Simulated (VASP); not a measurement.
# TaN (P6_3mc) in VASP: a series of runs

TaN is run at these levels: PBEsol; tasks: single point.

Program: VASP 6.6.1. These are calculated values, not measurements. Logs are shortened: lines on timing, memory, paths and dates and some standing lists are left out, and cuts for length are marked.

## Step 1: The cell of the first run

Symmetry: P6_3mc, No. 186, hexagonal system. Conventional cell: a = 3.092 Å, b = 3.092 Å, c = 4.807 Å, α = 90.00°, β = 90.00°, γ = 120.00°. Within 2.5 Å of Ta (site symmetry 3m) lie 4 N at 1.85 to 1.87 Å. N (site symmetry 3m) has 4 Ta at 1.85 to 1.87 Å within 2.5 Å.

## Step 2: Single point, PBEsol

File INCAR:

```
SYSTEM = TaN
PREC = Accurate ; ENCUT = 520
EDIFF = 1E-6 ; ISMEAR = 0
SIGMA = 0.15 ; LREAL = .False.
LASPH = .True. ; NELM = 80
ALGO = Normal ; ISIF = 2
LWAVE = .False. ; LCHARG = .False.
GGA = PS ; NBANDS = 24
```

File KPOINTS:

```
Automatic mesh
0
Gamma
  18 18 12
  0 0 0
```

File POSCAR:

```
TaN
1.0
    3.0917871199      0.0000000000      0.0000000000
   -1.5458935600      2.6775661889      0.0000000000
    0.0000000000      0.0000000000      4.8073724573
Ta N
2 2
Direct
    0.3333333333      0.6666666667      0.0000000000
    0.6666666667      0.3333333333      0.5000000000
    0.3333333333      0.6666666667      0.3850000000
    0.6666666667      0.3333333333      0.8850000000
```

Potentials or basis: VASP PAW PBE potentials, release 64 (Ta_pv, N).

Command:

```bash
cat potpaw_PBE.64/Ta_pv/POTCAR potpaw_PBE.64/N/POTCAR > POTCAR
mpirun -np 1 vasp_std > vasp.out
```

OUTCAR:

```text
SYSTEM = TaN
   PREC = Accurate
   ENCUT = 520
   EDIFF = 1E-6
   ISMEAR = 0
   LREAL = .False.
   LASPH = .True.
   NELM = 80
   ISIF = 2
   GGA = PS

 ion  position               nearest neighbor table
   1  0.333  0.667  0.000-   3 1.85   4 1.87   4 1.87   4 1.87   2 2.99   2 2.99   2 2.99   2 2.99
                             2 2.99   2 2.99
   2  0.667  0.333  0.500-   4 1.85   3 1.87   3 1.87   3 1.87   1 2.99   1 2.99   1 2.99   1 2.99
                             1 2.99   1 2.99
   3  0.333  0.667  0.385-   1 1.85   2 1.87   2 1.87   2 1.87
   4  0.667  0.333  0.885-   2 1.85   1 1.87   1 1.87   1 1.87

  LATTYP: Found a hexagonal cell.
 ALAT       =     3.0917871199
 C/A-ratio  =     1.5548846899

  Lattice vectors:

 A1 = (   3.0917871199,   0.0000000000,   0.0000000000)
 A2 = (  -1.5458935600,   2.6775661889,   0.0000000000)
 A3 = (   0.0000000000,   0.0000000000,   4.8073724573)

Analysis of symmetry for initial positions (statically):
=====================================================================
 Subroutine PRICEL returns:
 Original cell was already a primitive cell.

 Routine SETGRP: Setting up the symmetry group for a
 hexagonal supercell.

 Subroutine GETGRP returns: Found 12 space group operations
 (whereof  6 operations were pure point group operations)
 out of a pool of 24 trial point group operations.

The static configuration has the point symmetry C_3v.
 The point group associated with its full space group is C_6v.

Analysis of symmetry for dynamics (positions and initial velocities):
=====================================================================
 Subroutine PRICEL returns:
 Original cell was already a primitive cell.

 Routine SETGRP: Setting up the symmetry group for a
 hexagonal supercell.

 Subroutine GETGRP returns: Found 12 space group operations
 (whereof  6 operations were pure point group operations)
 out of a pool of 24 trial point group operations.

The dynamic configuration has the point symmetry C_3v.
 The point group associated with its full space group is C_6v.

 Subroutine INISYM returns: Found 12 space group operations
 (whereof  6 operations are pure point group operations),
 and found     1 'primitive' translations

----------------------------------------------------------------------------------------

                                     Primitive cell

  volume of cell :      39.7977

  direct lattice vectors                    reciprocal lattice vectors
     3.091787120  0.000000000  0.000000000     0.323437533  0.186736747  0.000000000
    -1.545893560  2.677566189  0.000000000     0.000000000  0.373473494  0.000000000
     0.000000000  0.000000000  4.807372457     0.000000000  0.000000000  0.208013839

  length of vectors
     3.091787120  3.091787120  4.807372457     0.373473494  0.373473494  0.208013839

  position of ions in fractional coordinates (direct lattice)
     0.333333333  0.666666667  0.000000000
     0.666666667  0.333333333  0.500000000
     0.333333333  0.666666667  0.385000000
     0.666666667  0.333333333  0.885000000

  ion indices of the primitive-cell ions
   primitive index   ion index
                 1           1
                 2           2
                 3           3
                 4           4

----------------------------------------------------------------------------------------

 KPOINTS: Automatic mesh

Automatic generation of k-mesh.
 Grid dimensions read from file:
 generate k-points for:   18   18   12

 Generating k-lattice:

  Cartesian coordinates                     Fractional coordinates (reciprocal lattice)
     0.017968752  0.010374264  0.000000000     0.055555556 -0.000000000  0.000000000
     0.000000000  0.020748527  0.000000000     0.000000000  0.055555556  0.000000000
     0.000000000  0.000000000  0.017334487     0.000000000  0.000000000  0.083333333

  Length of vectors
     0.020748527  0.020748527  0.017334487

  Shift w.r.t. Gamma in fractional coordinates (k-lattice)
     0.000000000  0.000000000  0.000000000

 Subroutine IBZKPT returns following result:
 ===========================================

 Found    259 irreducible k-points:

 Following reciprocal coordinates:
            Coordinates               Weight
  0.000000  0.000000  0.000000      1.000000
  0.055556  0.000000  0.000000      6.000000
  0.111111  0.000000  0.000000      6.000000
  0.166667  0.000000  0.000000      6.000000
  0.222222 -0.000000  0.000000      6.000000
  0.277778  0.000000  0.000000      6.000000
[... 16 lines left out ...]
  0.333333  0.111111  0.000000     12.000000
  0.388889  0.111111  0.000000     12.000000
 [... further k-points ...]
   k-points           NKPTS =    259   k-points in BZ     NKDIM =    259   number of bands    NBANDS=     24
   number of dos      NEDOS =    301   number of ions     NIONS =      4
   total plane-waves  NPLWV =  20736
   dimension x,y,z NGX =    24 NGY =   24 NGZ =   36
   dimension x,y,z NGXF=    48 NGYF=   48 NGZF=   72
   ions per type =               2   2
   NGX,Y,Z   is equivalent  to a cutoff of  12.90, 12.90, 12.45 a.u.
   NGXF,Y,Z  is equivalent  to a cutoff of  25.81, 25.81, 24.90 a.u.
 SYSTEM =  TaN
   PREC   = accura    normal or accurate (medium, high low for compatibility)
   ISTART =      0    job   : 0-new  1-cont  2-samecut
   ICHARG =      2    charge: 1-file 2-atom 10-const
   ISPIN  =      1    spin polarized calculation?
   LNONCOLLINEAR =      F non collinear calculations
   LSORBIT =      F    spin-orbit coupling
   LASPH  =      T    aspherical Exc in radial PAW
   ENCUT  =  520.0 eV  38.22 Ry    6.18 a.u.   5.75  5.75  8.94*2*pi/ulx,y,z
   NELM   =     80;   NELMIN=  2; NELMDL= -5     # of ELM steps
   EDIFF  = 0.1E-05   stopping-criterion for ELM
   LREAL  =      F    real-space projection
   EDIFFG = 0.1E-04   stopping-criterion for IOM
   NSW    =      0    number of steps for IOM
   IBRION =     -1    ionic relax: 0-MD 1-quasi-New 2-CG
   NFREE  =      0    steps in history (QN), initial steepest desc. (CG)
   ISIF   =      2    stress and relaxation
   ISYM   =      2    0-nonsym 1-usesym 2-fastsym
   POTIM  = 0.5000    time-step for ionic-motion
   TEBEG  =    0.0;   TEEND  =   0.0 temperature during run
   PSTRESS=    0.0 pullay stress
   NELECT =      32.0000    total number of electrons
   NUPDOWN=      -1.0000    fix difference up-down
   EMIN   =  10.00;   EMAX   =-10.00  energy-range for DOS
   EFERMI =   0.00;   METHOD = LEGACY
   ISMEAR =     0;   SIGMA  =   0.15  broadening in eV -4-tet -1-fermi 0-gaus
   EFERMI_NEDOS =   21; number of points for ismear=-14 and -15
   IALGO  =     38    algorithm
   IMIX   =      4    mixing-type and parameters
     AMIX     =   0.40;   BMIX     =  1.00
     AMIX_MAG =   1.60;   BMIX_MAG =  1.00
  volume/ion in A,a.u.               =       9.95        67.14
  Fermi-wavevector in a.u.,A,eV,Ry     =   1.522319  2.876766 31.530886  2.317455
  Thomas-Fermi vector in A             =   2.630914
   LORBIT       =      0    0 simple, 1 ext, 2 COOP (PROOUT), +10 PAW based schemes
   GGA     = PS    functional components
   LHFCALC =     F    Hartree Fock is set to
   AEXX    =    0.0000 exact exchange contribution
   IVDW    =     0    specifies the selected vdW correction
   LEPSILON=     F    determine dielectric tensor
   LRPA    =     F    only Hartree local field effects (RPA)
 non-spin polarized calculation
 Gauss-broadening in eV      SIGMA  =   0.15
  energy-cutoff  :      520.00
  volume of cell :       39.80
 maximum number of plane-waves:      1090
 NGX is ok and might be reduce to    24

 number of electron      31.9999998 magnetization

 Free energy of the ion-electron system (eV)
  ---------------------------------------------------
  ext. energy  EPLUGINS =         0.00000000
  ---------------------------------------------------
  free energy    TOTEN  =       -40.92788981 eV

  energy without entropy =      -40.90945082  energy(sigma->0) =      -40.91867031

 E-fermi :   9.6134     XC(G=0): -13.6961

 val. band max:        9.6133253242   @ k =   0.3333   0.0556   0.0833
 cond. band min:       9.6194127067   @ k =   0.3889   0.2222   0.0833
 fundamental gap:      0.0060873825
 Fermi energy:         9.6134378330

 k-point     1 :       0.0000    0.0000    0.0000
  band No.  band energies     occupation
      1     -26.5867      2.00000
      2     -25.3760      2.00000
      3     -25.3760      2.00000
      4     -25.1403      2.00000
      5     -25.1403      2.00000
      6     -25.1117      2.00000
[... 16 lines left out ...]
     23      16.3490      0.00000
     24      16.3490      0.00000

 k-point     2 :       0.0556    0.0000    0.0000
  band No.  band energies     occupation
      1     -26.5753      2.00000
      2     -25.4047      2.00000
      3     -25.3850      2.00000
      4     -25.1746      2.00000
      5     -25.1445      2.00000
      6     -25.1177      2.00000
[... 16 lines left out ...]
     23      16.3274      0.00000
     24      16.4332      0.00000

 k-point     3 :       0.1111    0.0000    0.0000
  band No.  band energies     occupation
      1     -26.5419      2.00000
      2     -25.4864      2.00000
      3     -25.4106      2.00000
      4     -25.2704      2.00000
      5     -25.1567      2.00000
      6     -25.1372      2.00000
[... 16 lines left out ...]
     23      16.2663      0.00000
     24      16.8238      0.00000
[... 514 lines left out ...]
 k-point    23 :       0.3333    0.1111    0.0000
  band No.  band energies     occupation
      1     -26.2933      2.00000
      2     -26.0633      2.00000
      3     -25.9425      2.00000
      4     -25.6727      2.00000
      5     -25.4231      2.00000
      6     -25.3338      2.00000
[... 16 lines left out ...]
     23      16.4584      0.00000
     24      17.1415      0.00000

 k-point    24 :       0.3889    0.1111    0.0000
  band No.  band energies     occupation
      1     -26.3279      2.00000
      2     -26.1057      2.00000
      3     -25.9264      2.00000
      4     -25.6999      2.00000
      5     -25.4815      2.00000
      6     -25.3512      2.00000
[... 16 lines left out ...]
     23      16.4364      0.00000
     24      16.7239      0.00000

 [... further k-points ...]

------------------------ aborting loop because EDIFF is reached ----------------------------------------

  FORCE on cell =-STRESS in cart. coord.  units (eV):
  Direction    XX          YY          ZZ          XY          YZ          ZX
  --------------------------------------------------------------------------------------
  -------------------------------------------------------------------------------------
  Total       31.9285745     31.9285745     31.2676727     -0.0000000      0.0000000     -0.0000000
  in kB     1285.3829694   1285.3829694   1258.7763354     -0.0000000      0.0000000     -0.0000000
  external PRESSURE =    1276.5140914 kB  Pullay stress =       0.0000000 kB

 VOLUME and BASIS-vectors are now :
 -----------------------------------------------------------------------------
  energy-cutoff  :      520.00
  volume of cell :       39.80
      direct lattice vectors                 reciprocal lattice vectors
     3.091787120  0.000000000  0.000000000     0.323437533  0.186736747  0.000000000
    -1.545893560  2.677566189  0.000000000     0.000000000  0.373473494  0.000000000
     0.000000000  0.000000000  4.807372457     0.000000000  0.000000000  0.208013839

 POSITION                                       TOTAL-FORCE (eV/Angst)
 -----------------------------------------------------------------------------------
     -0.00000      1.78504      0.00000        -0.000000     -0.000000      0.119770
      1.54589      0.89252      2.40369         0.000000     -0.000000      0.119770
     -0.00000      1.78504      1.85084         0.000000     -0.000000     -0.119770
      1.54589      0.89252      4.25452         0.000000      0.000000     -0.119770
 -----------------------------------------------------------------------------------
    total drift:                               -0.000000     -0.000000      0.000835

  FREE ENERGIE OF THE ION-ELECTRON SYSTEM (eV)
  ---------------------------------------------------
  free  energy   TOTEN  =       -40.9278898051 eV

  energy  without entropy=      -40.9094508226  energy(sigma->0) =      -40.91867031
```

Wall time 2.8 min (1 thread of AMD EPYC 7R43 (Zen 3), shared host); peak memory 0.28 GiB.

Results:

```yaml
Free_energy: -40.9279 eV
Pressure: 127.7 GPa
Largest_force: 0.120 eV/Å
Band_gap_on_the_k_mesh: zero (bands 16 and 17 overlap by 2.80 eV)
```

Forces on the atoms (eV/Å):
```
Ta   0.000  0.000  0.120
Ta   0.000  0.000  0.120
N    0.000  0.000 -0.120
N    0.000  0.000 -0.120
```

Stress tensor (GPa, compression positive):
```
128.54   0.00   0.00
  0.00 128.54   0.00
  0.00   0.00 125.88
```

Caveat: the cell stands under pressure; the PAW data sets were made with another functional, which shifts forces and pressure a little; spin-orbit coupling is left out, which moves the levels of the heavy elements.

## Step 3: Single point, PBEsol

This run uses another cell than the first one, of the same volume but with other edges.

File INCAR:

```
ALGO     = Normal         # electronic algorithm
EDIFF    = 1E-6           # SCF threshold, eV
ENCUT    = 520            # plane-wave cutoff, eV
GGA      = PS             # functional
ISIF     = 2              # what is computed and relaxed
ISMEAR   = 0              # smearing method
LASPH    = True           # aspherical terms in the spheres
LCHARG   = False          # write CHGCAR
LREAL    = False          # projectors in reciprocal space
LWAVE    = False          # write WAVECAR
NBANDS   = 24             # bands
NELM     = 60             # most SCF steps
PREC     = Accurate       # precision mode
SIGMA    = 0.15           # smearing width, eV
```

File KPOINTS:

```
k-points
0
Gamma
  18 18 12
```

File POSCAR:

```
TaN
1.0
    3.0007989207      0.0000000000      0.0000000000
   -1.5003994604      2.5987680970      0.0000000000
    0.0000000000      0.0000000000      5.1033240775
Ta N
2 2
Direct
    0.3333333333      0.6666666667      0.0000000000
    0.6666666667      0.3333333333      0.5000000000
    0.3333333333      0.6666666667      0.3850000000
    0.6666666667      0.3333333333      0.8850000000
```

Potentials or basis: VASP PAW PBE potentials, release 64 (Ta_pv, N).

Command:

```bash
cat potpaw_PBE.64/Ta_pv/POTCAR potpaw_PBE.64/N/POTCAR > POTCAR
mpirun -np 1 vasp_std > vasp.out
```

Run time: 2.9 min. Hardware: 1 thread of AMD EPYC 7R43 (Zen 3), shared host; peak memory 0.29 GiB.

It converged, with:

```yaml
Free_energy: -40.5164 eV
Pressure: 133.5 GPa
Largest_force: 4.730 eV/Å
Band_gap_on_the_k_mesh: zero (bands 16 and 17 overlap by 2.93 eV)
```

Forces on the atoms (eV/Å):
```
Ta   0.000  0.000  4.730
Ta   0.000  0.000  4.730
N    0.000  0.000 -4.730
N    0.000  0.000 -4.730
```

Stress tensor (GPa, compression positive):
```
150.64   0.00   0.00
  0.00 150.64   0.00
  0.00   0.00  99.11
```

Levels at points of the mesh, in eV from the Fermi level:
| k point | band 14 | band 15 | band 16 | band 17 | band 18 | band 19 |
| --- | --- | --- | --- | --- | --- | --- |
| (0.00, 0.00, 0.00) | -7.86 | -0.48 | -0.48 | -0.29 | 2.51 | 2.72 |
| (0.50, 0.00, 0.00) | -5.17 | -2.31 | -1.13 | 0.70 | 1.83 | 2.04 |
| (0.00, 0.00, 0.50) | -8.41 | 1.27 | 1.27 | 1.27 | 1.27 | 2.01 |
| (0.50, 0.00, 0.50) | -6.30 | -0.59 | -0.59 | 2.23 | 2.23 | 2.52 |

Caveat: the cell stands under pressure; the PAW data sets were made with another functional, which shifts forces and pressure a little; spin-orbit coupling is left out, which moves the levels of the heavy elements.

## Step 4: Single point, PBEsol

This run uses another cell than the first one, of the same volume but with other edges.

File INCAR:

```
SYSTEM = TaN
PREC = Accurate ; ENCUT = 520
EDIFF = 1E-7 ; ISMEAR = 0
SIGMA = 0.15 ; LREAL = .False.
LASPH = .True. ; NELM = 60
ALGO = Normal ; ISIF = 2
LWAVE = .False. ; LCHARG = .False.
GGA = PS ; NBANDS = 24
```

File KPOINTS:

```
regular mesh
0
Gamma
  18 18 12
  0 0 0
```

File POSCAR:

```
TaN
1.0
    3.2855140770      0.0000000000      0.0000000000
   -1.6427570385      2.8453386552      0.0000000000
    0.0000000000      0.0000000000      4.2571629475
Ta N
2 2
Direct
    0.3333333333      0.6666666667      0.0000000000
    0.6666666667      0.3333333333      0.5000000000
    0.3333333333      0.6666666667      0.3850000000
    0.6666666667      0.3333333333      0.8850000000
```

Command:

```bash
cat potpaw_PBE.64/Ta_pv/POTCAR potpaw_PBE.64/N/POTCAR > POTCAR
mpirun -np 1 vasp_std > vasp.out
```

Wall time 2.7 min (1 thread of AMD EPYC 7R43 (Zen 3), shared host); peak memory 0.28 GiB.

The run converged. Its results:

```
Free energy            : -38.8542 eV
Pressure               : 144.9 GPa
Largest force          : 13.750 eV/Å
Band gap on the k mesh : zero (bands 16 and 17 overlap by 2.59 eV)
```

Forces on the atoms (eV/Å):
```
Ta    0.000   0.000 -13.750
Ta    0.000   0.000 -13.750
N     0.000   0.000  13.750
N     0.000   0.000  13.750
```

Stress tensor (GPa, compression positive):
```
 90.84   0.00   0.00
  0.00  90.84   0.00
  0.00   0.00 252.91
```

Levels at points of the mesh, in eV from the Fermi level:
```
           k point  band 12  band 13  band 14  band 15  band 16  band 17  band 18  band 19  band 20  band 21
(0.00, 0.00, 0.00)    -7.52    -6.99    -5.14    -2.19    -2.19    -0.28     1.61     2.14     2.14     5.70
(0.50, 0.00, 0.00)    -5.51    -5.47    -5.27    -2.55    -1.06     0.02     0.14     2.18     2.46     4.92
(0.00, 0.00, 0.50)    -8.76    -8.76    -8.76     1.29     1.29     1.66     1.66     1.66     1.66     6.73
(0.50, 0.00, 0.50)    -7.29    -7.20    -7.20    -0.30    -0.30     1.91     1.91     3.06     3.06     5.09
```

Caveat: the cell stands under pressure; the PAW data sets were made with another functional, which shifts forces and pressure a little; spin-orbit coupling is left out, which moves the levels of the heavy elements.

## Step 5: Summary

| cell | gap on the mesh (eV) | pressure (GPa) | largest force (eV/Å) |
| --- | --- | --- | --- |
| a = 3.092, b = 3.092, c = 4.807 Å, angles 90.0, 90.0, 120.0°, 4 atoms | none | 127.7 | 0.12 |
| a = 3.001, b = 3.001, c = 5.103 Å, angles 90.0, 90.0, 120.0°, 4 atoms | none | 133.5 | 4.73 |
| a = 3.286, b = 3.286, c = 4.257 Å, angles 90.0, 90.0, 120.0°, 4 atoms | none | 144.9 | 13.75 |

Alike in all rows: task single point; level PBEsol; potentials or basis VASP PAW PBE potentials, release 64 (Ta_pv, N); no spin polarisation; k mesh 18 × 18 × 12; cutoff (eV) 520; smearing gaussian 0.15 eV.

Caveats: the cell stands under pressure; the PAW data sets were made with another functional, which shifts forces and pressure a little; spin-orbit coupling is left out, which moves the levels of the heavy elements.

Total energies depend on the potentials used, so only differences within one code and one set of settings carry meaning.
